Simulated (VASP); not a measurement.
# Si (a cell with a defect) in VASP: a series of runs

The runs below take Si (a cell with a defect) through single point, with LDA.

All numbers are computed with VASP 6.6.1; they aren't measurements. Logs are shortened: lines on timing, memory, paths and dates and some standing lists are left out, and cuts for length are marked.

**1. The cell of the first run**

The cell holds a defect, 17 atoms: a = 7.679 Å, b = 7.679 Å, c = 7.679 Å, α = 60.00°, β = 60.00°, γ = 60.00°.

**2. Single point, LDA**

Input file INCAR:

```
PREC = Accurate
ENCUT = 520
EDIFF = 1E-7
ISMEAR = 0
SIGMA = 0.05
LREAL = Auto
LASPH = True
NELM = 100
ALGO = Normal
ISIF = 2
LWAVE = False
LCHARG = False
NBANDS = 48
```

Input file KPOINTS:

```
regular mesh
0
Gamma
  2 2 2
```

Input file POSCAR:

```
Si
1.0
    0.0000000000      5.4300000000      5.4300000000
    5.4300000000      0.0000000000      5.4300000000
    5.4300000000      5.4300000000      0.0000000000
Si
17
Direct
   -0.0491287293      0.0166351750      0.0161777164
    0.1202615101      0.1155117864      0.1150541436
    0.0044900552     -0.0221381215      0.5087556169
    0.1202613260      0.1155104972      0.6490348066
    0.0044961326      0.5092125230     -0.0225996317
    0.1202626151      0.6494926335      0.1150521179
    0.0044920810      0.5092112339      0.5087528545
    0.1703991713      0.6101273481      0.6096651013
    0.4921100368     -0.0013761510     -0.0018280847
    0.5743427256      0.1421430939      0.1416861878
    0.4921098527     -0.0013732044      0.5109527624
    0.6327612339      0.1151956722      0.6259522099
    0.4921113260      0.5114093002     -0.0018280847
    0.6327679558      0.6264044199      0.1147395948
    0.5463784530      0.4847983425      0.4843429098
    0.6327633517      0.6264071823      0.6259519337
    1.0681451197      0.3108771639      0.3104191529
```

Potentials or basis: VASP PAW LDA potentials, release 64 (Si).

Command:

```console
$ cat potpaw_LDA.64/Si/POTCAR > POTCAR
$ mpirun -np 1 vasp_std > vasp.out
```

OUTCAR:

```text
PREC = Accurate
   ENCUT = 520
   EDIFF = 1E-7
   ISMEAR = 0
   LREAL = Auto
   LASPH = True
   NELM = 100
   ISIF = 2

 ion  position               nearest neighbor table
   1  0.951  0.017  0.016-   6 2.32   4 2.32   2 2.32  10 2.36
   2  0.120  0.116  0.115-   1 2.32   9 2.33  17 2.39   5 2.47   3 2.47
   3  0.004  0.978  0.509-   8 2.32  12 2.33  17 2.39   4 2.47   2 2.47
   4  0.120  0.116  0.649-   1 2.32  11 2.33  17 2.39   3 2.47   7 2.47
   5  0.004  0.509  0.977-   8 2.32  14 2.33  17 2.39   6 2.47   2 2.47
   6  0.120  0.649  0.115-   1 2.32  13 2.33  17 2.39   5 2.47   7 2.47
   7  0.004  0.509  0.509-   8 2.32  16 2.33  17 2.39   6 2.47   4 2.47
   8  0.170  0.610  0.610-   5 2.32   3 2.32   7 2.32  15 2.36
   9  0.492  0.999  0.998-  10 2.33   2 2.33  12 2.34  14 2.34
  10  0.574  0.142  0.142-   9 2.33  13 2.33  11 2.33   1 2.36
  11  0.492  0.999  0.511-  10 2.33   4 2.33  12 2.34  16 2.34
  12  0.633  0.115  0.626-  15 2.33   3 2.33   9 2.34  11 2.34
  13  0.492  0.511  0.998-  10 2.33   6 2.33  14 2.34  16 2.34
  14  0.633  0.626  0.115-  15 2.33   5 2.33  13 2.34   9 2.34
  15  0.546  0.485  0.484-  16 2.33  14 2.33  12 2.33   8 2.36
  16  0.633  0.626  0.626-  15 2.33   7 2.33  11 2.34  13 2.34
  17  0.068  0.311  0.310-   7 2.39   3 2.39   5 2.39   2 2.39   4 2.39   6 2.39

  LATTYP: Found a face centered cubic cell.
 ALAT       =    10.8600000000

  Lattice vectors:

 A1 = (   0.0000000000,   5.4300000000,   5.4300000000)
 A2 = (   5.4300000000,   0.0000000000,   5.4300000000)
 A3 = (   5.4300000000,   5.4300000000,   0.0000000000)

Analysis of symmetry for initial positions (statically):
=====================================================================
 Subroutine PRICEL returns:
 Original cell was already a primitive cell.

 Routine SETGRP: Setting up the symmetry group for a
 face centered cubic supercell.

 Subroutine GETGRP returns: Found  6 space group operations
 (whereof  1 operations were pure point group operations)
 out of a pool of 48 trial point group operations.

The static configuration has the point symmetry C_1 .
 The point group associated with its full space group is C_3v.

Analysis of symmetry for dynamics (positions and initial velocities):
=====================================================================
 Subroutine PRICEL returns:
 Original cell was already a primitive cell.

 Routine SETGRP: Setting up the symmetry group for a
 face centered cubic supercell.

 Subroutine GETGRP returns: Found  6 space group operations
 (whereof  1 operations were pure point group operations)
 out of a pool of 48 trial point group operations.

The dynamic configuration has the point symmetry C_1 .
 The point group associated with its full space group is C_3v.

 Subroutine INISYM returns: Found  6 space group operations
 (whereof  1 operations are pure point group operations),
 and found     1 'primitive' translations

----------------------------------------------------------------------------------------

                                     Primitive cell

  volume of cell :     320.2060

  direct lattice vectors                    reciprocal lattice vectors
     0.000000000  5.430000000  5.430000000    -0.092081031  0.092081031  0.092081031
     5.430000000  0.000000000  5.430000000     0.092081031 -0.092081031  0.092081031
     5.430000000  5.430000000  0.000000000     0.092081031  0.092081031 -0.092081031

  length of vectors
     7.679179644  7.679179644  7.679179644     0.159489025  0.159489025  0.159489025

  position of ions in fractional coordinates (direct lattice)
     0.950871271  0.016635175  0.016177716
     0.120261510  0.115511786  0.115054144
     0.004490055  0.977861879  0.508755617
     0.120261326  0.115510497  0.649034807
     0.004496133  0.509212523  0.977400368
     0.120262615  0.649492634  0.115052118
[... 9 lines left out ...]
     0.632763352  0.626407182  0.625951934
     0.068145120  0.310877164  0.310419153

  ion indices of the primitive-cell ions
   primitive index   ion index
                 1           1
                 2           2
                 3           3
                 4           4
                 5           5
                 6           6
[... 9 lines left out ...]
                16          16
                17          17

----------------------------------------------------------------------------------------

 KPOINTS: regular mesh

Automatic generation of k-mesh.
 Grid dimensions read from file:
 generate k-points for:    2    2    2

 Generating k-lattice:

  Cartesian coordinates                     Fractional coordinates (reciprocal lattice)
    -0.046040516  0.046040516  0.046040516     0.500000000  0.000000000  0.000000000
     0.046040516 -0.046040516  0.046040516     0.000000000  0.500000000  0.000000000
     0.046040516  0.046040516 -0.046040516     0.000000000  0.000000000  0.500000000

  Length of vectors
     0.079744512  0.079744512  0.079744512

  Shift w.r.t. Gamma in fractional coordinates (k-lattice)
     0.000000000  0.000000000  0.000000000

 Subroutine IBZKPT returns following result:
 ===========================================

 Found      4 irreducible k-points:

 Following reciprocal coordinates:
            Coordinates               Weight
  0.000000  0.000000  0.000000      1.000000
  0.500000  0.000000  0.000000      1.000000
  0.000000  0.500000  0.000000      3.000000
  0.500000  0.500000  0.000000      3.000000
   k-points           NKPTS =      4   k-points in BZ     NKDIM =      4   number of bands    NBANDS=     48
   number of dos      NEDOS =    301   number of ions     NIONS =     17
   total plane-waves  NPLWV = 216000
   dimension x,y,z NGX =    60 NGY =   60 NGZ =   60
   dimension x,y,z NGXF=   120 NGYF=  120 NGZF=  120
   ions per type =              17
   NGX,Y,Z   is equivalent  to a cutoff of  12.99, 12.99, 12.99 a.u.
   NGXF,Y,Z  is equivalent  to a cutoff of  25.98, 25.98, 25.98 a.u.
 SYSTEM =  unknown system
   PREC   = accura    normal or accurate (medium, high low for compatibility)
   ISTART =      0    job   : 0-new  1-cont  2-samecut
   ICHARG =      2    charge: 1-file 2-atom 10-const
   ISPIN  =      1    spin polarized calculation?
   LNONCOLLINEAR =      F non collinear calculations
   LSORBIT =      F    spin-orbit coupling
   LASPH  =      T    aspherical Exc in radial PAW
   ENCUT  =  520.0 eV  38.22 Ry    6.18 a.u.  14.28 14.28 14.28*2*pi/ulx,y,z
   NELM   =    100;   NELMIN=  2; NELMDL= -5     # of ELM steps
   EDIFF  = 0.1E-06   stopping-criterion for ELM
   LREAL  =      T    real-space projection
   EDIFFG = 0.1E-05   stopping-criterion for IOM
   NSW    =      0    number of steps for IOM
   IBRION =     -1    ionic relax: 0-MD 1-quasi-New 2-CG
   NFREE  =      0    steps in history (QN), initial steepest desc. (CG)
   ISIF   =      2    stress and relaxation
   ISYM   =      2    0-nonsym 1-usesym 2-fastsym
   POTIM  = 0.5000    time-step for ionic-motion
   TEBEG  =    0.0;   TEEND  =   0.0 temperature during run
   PSTRESS=    0.0 pullay stress
   NELECT =      68.0000    total number of electrons
   NUPDOWN=      -1.0000    fix difference up-down
   EMIN   =  10.00;   EMAX   =-10.00  energy-range for DOS
   EFERMI =   0.00;   METHOD = LEGACY
   ISMEAR =     0;   SIGMA  =   0.05  broadening in eV -4-tet -1-fermi 0-gaus
   EFERMI_NEDOS =   21; number of points for ismear=-14 and -15
   IALGO  =     38    algorithm
   IMIX   =      4    mixing-type and parameters
     AMIX     =   0.40;   BMIX     =  1.00
     AMIX_MAG =   1.60;   BMIX_MAG =  1.00
  volume/ion in A,a.u.               =      18.84       127.11
  Fermi-wavevector in a.u.,A,eV,Ry     =   0.976715  1.845724 12.979587  0.953973
  Thomas-Fermi vector in A             =   2.107356
   LORBIT       =      0    0 simple, 1 ext, 2 COOP (PROOUT), +10 PAW based schemes
   GGA     = CA    functional components
   LHFCALC =     F    Hartree Fock is set to
   AEXX    =    0.0000 exact exchange contribution
   IVDW    =     0    specifies the selected vdW correction
   LEPSILON=     F    determine dielectric tensor
   LRPA    =     F    only Hartree local field effects (RPA)
 non-spin polarized calculation
 Gauss-broadening in eV      SIGMA  =   0.05
  energy-cutoff  :      520.00
  volume of cell :      320.21
 maximum number of plane-waves:      8646
 NGX is ok and might be reduce to    60
   NGX = 29   NGY = 29   NGZ = 29

 number of electron      68.0000001 magnetization

 Free energy of the ion-electron system (eV)
  ---------------------------------------------------
  ext. energy  EPLUGINS =         0.00000000
  ---------------------------------------------------
  free energy    TOTEN  =       -97.24484478 eV

  energy without entropy =      -97.23557137  energy(sigma->0) =      -97.24020808

 E-fermi :   6.6265     XC(G=0):  -9.8611

 val. band max:        6.3878743264   @ k =   0.5000   0.5000   0.0000
 cond. band min:       6.6352114334   @ k =   0.0000   0.0000   0.0000
 fundamental gap:      0.2473371070
 Fermi energy:         6.6265485203

 k-point     1 :       0.0000    0.0000    0.0000
  band No.  band energies     occupation
      1      -6.2706      2.00000
      2      -3.9652      2.00000
      3      -3.6799      2.00000
      4      -3.6798      2.00000
      5      -3.4404      2.00000
      6      -2.5859      2.00000
[... 38 lines left out ...]
     45       8.6823      0.00000
     46       8.7208      0.00000

 k-point     2 :       0.5000    0.0000    0.0000
  band No.  band energies     occupation
      1      -5.8763      2.00000
      2      -4.9263      2.00000
      3      -3.4585      2.00000
      4      -3.4584      2.00000
      5      -3.4188      2.00000
      6      -3.0524      2.00000
[... 38 lines left out ...]
     45       9.7187      0.00000
     46      10.1553      0.00000

 k-point     3 :       0.0000    0.5000    0.0000
  band No.  band energies     occupation
      1      -5.7999      2.00000
      2      -5.0479      2.00000
      3      -3.6876      2.00000
      4      -3.4883      2.00000
      5      -3.2315      2.00000
      6      -3.0727      2.00000
[... 38 lines left out ...]
     45       9.4086      0.00000
     46      10.0219      0.00000

 k-point     4 :       0.5000    0.5000    0.0000
  band No.  band energies     occupation
      1      -5.6718      2.00000
      2      -4.7576      2.00000
      3      -4.1126      2.00000
      4      -3.9299      2.00000
      5      -3.8453      2.00000
      6      -3.6807      2.00000
[... 38 lines left out ...]
     45      10.2834      0.00000
     46      10.3524      0.00000
 [bands above 46 left out]

------------------------ aborting loop because EDIFF is reached ----------------------------------------

  FORCE on cell =-STRESS in cart. coord.  units (eV):
  Direction    XX          YY          ZZ          XY          YZ          ZX
  --------------------------------------------------------------------------------------
  -------------------------------------------------------------------------------------
  Total        2.7317196      2.7317196      2.7317196      0.8824702     -0.8824702      0.8824702
  in kB       13.6683852     13.6683852     13.6683852      4.4155127     -4.4155127      4.4155127
  external PRESSURE =      13.6683852 kB  Pullay stress =       0.0000000 kB

 VOLUME and BASIS-vectors are now :
 -----------------------------------------------------------------------------
  energy-cutoff  :      520.00
  volume of cell :      320.21
      direct lattice vectors                 reciprocal lattice vectors
     0.000000000  5.430000000  5.430000000    -0.092081031  0.092081031  0.092081031
     5.430000000  0.000000000  5.430000000     0.092081031 -0.092081031  0.092081031
     5.430000000  5.430000000  0.000000000     0.092081031  0.092081031 -0.092081031

 POSITION                                       TOTAL-FORCE (eV/Angst)
 -----------------------------------------------------------------------------------
      0.17817      5.25108      5.25356        -0.006128      0.006128      0.006128
      1.25197      1.27776      1.28025        -0.003277     -0.008135     -0.008135
      8.07233      2.78692      5.33417         0.003415     -0.003415      0.009965
      4.15148      4.17728      1.28024         0.008135      0.003277     -0.008135
      8.07231      5.33170      2.78944         0.003415      0.009965     -0.003415
      4.15148      1.27776      4.17977         0.008135     -0.008135      0.003277
[... 9 lines left out ...]
      6.80031      6.83482      6.83730        -0.007199     -0.000920     -0.000920
      3.37364      2.05560      2.05809         0.003650     -0.003650     -0.003650
 -----------------------------------------------------------------------------------
    total drift:                                0.007246     -0.003143     -0.000080

  FREE ENERGIE OF THE ION-ELECTRON SYSTEM (eV)
  ---------------------------------------------------
  free  energy   TOTEN  =       -97.2448447842 eV

  energy  without entropy=      -97.2355713716  energy(sigma->0) =      -97.24020808
```

Wall time 1.7 min (1 thread of Intel Xeon Platinum 8259CL at 2.50GHz (Skylake/Cascade Lake), shared host); peak memory 0.35 GiB.

What came out:

```yaml
Free_energy: -97.2448 eV
Pressure: 1.4 GPa
Largest_force: 0.012 eV/Å
Band_gap_on_the_k_mesh: zero (band 34 reaches 6.66 eV, above the bottom of band 35 at 6.64 eV)
```

Forces on the atoms (eV/Å):
```
Si  -0.006  0.006  0.006
Si  -0.003 -0.008 -0.008
Si   0.003 -0.003  0.010
Si   0.008  0.003 -0.008
Si   0.003  0.010 -0.003
Si   0.008 -0.008  0.003
Si  -0.010 -0.003 -0.003
Si  -0.005  0.005  0.005
Si   0.004  0.003  0.003
Si   0.001 -0.001 -0.001
Si  -0.003 -0.004  0.003
Si   0.001 -0.001  0.007
Si  -0.003  0.003 -0.004
Si   0.001  0.007 -0.001
Si   0.003 -0.003 -0.003
Si  -0.007 -0.001 -0.001
Si   0.004 -0.004 -0.004
```

Stress tensor (GPa, compression positive):
```
 1.37  0.44  0.44
 0.44  1.37 -0.44
 0.44 -0.44  1.37
```

Levels at points of the mesh, in eV from the Fermi level:
| k point | band 31 | band 32 | band 33 | band 34 | band 35 | band 36 | band 37 | band 38 |
| --- | --- | --- | --- | --- | --- | --- | --- | --- |
| (0.00, 0.00, 0.00) | -1.39 | -0.61 | -0.61 | -0.43 | 0.01 | 0.01 | 0.25 | 0.25 |
| (0.50, 0.00, 0.00) | -1.36 | -1.19 | -1.19 | 0.03 | 0.49 | 0.49 | 1.19 | 1.19 |
| (0.00, 0.50, 0.00) | -1.30 | -1.28 | -0.82 | -0.29 | 0.30 | 0.64 | 0.96 | 1.11 |
| (0.50, 0.50, 0.00) | -1.80 | -1.64 | -0.38 | -0.24 | 0.58 | 1.41 | 1.51 | 1.64 |

Caveat: the k points lie up to 0.50 Å⁻¹ apart.

**3. Single point, LDA**

Input file INCAR:

```
SYSTEM = Si
  PREC = Accurate
  ENCUT = 520
  EDIFF = 1E-6
  ISMEAR = 0
  SIGMA = 0.05
  LREAL = Auto
  LASPH = .True.
  NELM = 100
  ALGO = Normal
  ISIF = 2
  LWAVE = .False.
  LCHARG = .False.
  GGA = CA
  NBANDS = 48
```

Input file KPOINTS:

```
Automatic mesh
0
Gamma
  2 2 2
  0 0 0
```

Input file POSCAR:

```
Si
1.0
    0.0000000000      5.4300000000      5.4300000000
    5.4300000000      0.0000000000      5.4300000000
    5.4300000000      5.4300000000      0.0000000000
Si
17
Direct
   -0.0447198895      0.0151756906      0.0147189687
    0.1205030387      0.1163866483      0.1159188766
    0.0039459484     -0.0223426335      0.5091639963
    0.1205586556      0.1162958564      0.6470976980
    0.0039687845      0.5096179558     -0.0228035912
    0.1205464088      0.6475528545      0.1158403315
    0.0040048803      0.5095417127      0.5090715470
    0.1700669429      0.6102288214      0.6097641805
    0.4923953039     -0.0007967772     -0.0012453959
    0.5798601289      0.1403087477      0.1398439227
    0.4924496317     -0.0008240331      0.5094973297
    0.6320176796      0.1154703499      0.6261944751
    0.4924403315      0.5099648250     -0.0012775322
    0.6320382136      0.6266415285      0.1150107735
    0.5456668508      0.4850349908      0.4845788214
    0.6320757827      0.6266157459      0.6261603131
    1.0612054328      0.3131763352      0.3127470534
```

Potentials or basis: VASP PAW LDA potentials, release 64 (Si).

Command:

```console
$ cat potpaw_LDA.64/Si/POTCAR > POTCAR
$ mpirun -np 1 vasp_std > vasp.out
```

Wall time 3 min (1 thread of Intel Xeon Platinum 8259CL at 2.50GHz (Skylake/Cascade Lake), shared host); peak memory 0.37 GiB.

It converged, with:

| Item | Value |
| --- | --- |
| Free energy | -97.2441 eV |
| Pressure | 1.5 GPa |
| Largest force | 0.042 eV/Å |
| Band gap on the k mesh | zero (band 34 reaches 6.68 eV, above the bottom of band 35 at 6.64 eV) |

Forces in eV/Å, atoms in the order of the input:
```
Si   0.002 -0.003 -0.003
Si  -0.041 -0.006 -0.006
Si  -0.006  0.005 -0.039
Si   0.007  0.041 -0.006
Si  -0.006 -0.040  0.005
Si   0.007 -0.006  0.040
Si   0.040  0.006  0.005
Si  -0.002  0.002  0.003
Si  -0.002  0.004  0.003
Si   0.010 -0.011 -0.010
Si  -0.004  0.002  0.003
Si   0.002 -0.003  0.000
Si  -0.003  0.004  0.001
Si   0.003  0.000 -0.003
Si  -0.011  0.011  0.011
Si   0.000 -0.004 -0.003
Si   0.002 -0.002 -0.001
```

Stress tensor (GPa, compression positive):
```
 1.47  0.48  0.48
 0.48  1.47 -0.48
 0.48 -0.48  1.47
```

Levels at points of the mesh, in eV from the Fermi level:
```tsv
k point	band 30	band 31	band 32	band 33	band 34	band 35	band 36	band 37	band 38	band 39
(0.00, 0.00, 0.00)	-1.46	-1.41	-0.62	-0.62	-0.44	0.00	0.00	0.24	0.24	0.82
(0.50, 0.00, 0.00)	-1.39	-1.39	-1.19	-1.19	0.05	0.49	0.49	1.17	1.17	1.25
(0.00, 0.50, 0.00)	-1.34	-1.31	-1.29	-0.83	-0.30	0.29	0.64	0.95	1.09	1.34
(0.00, 0.00, 0.50)	-1.34	-1.31	-1.29	-0.83	-0.30	0.29	0.64	0.95	1.09	1.34
(0.50, 0.50, 0.50)	-1.34	-1.31	-1.29	-0.83	-0.30	0.29	0.64	0.95	1.09	1.34
(0.50, 0.50, 0.00)	-1.83	-1.81	-1.66	-0.37	-0.26	0.58	1.39	1.51	1.63	2.03
(0.00, 0.50, 0.50)	-1.83	-1.81	-1.66	-0.38	-0.26	0.58	1.39	1.51	1.63	2.03
(0.50, 0.00, 0.50)	-1.83	-1.81	-1.66	-0.37	-0.26	0.58	1.39	1.51	1.63	2.03
```

Caveat: the k points lie up to 0.50 Å⁻¹ apart.
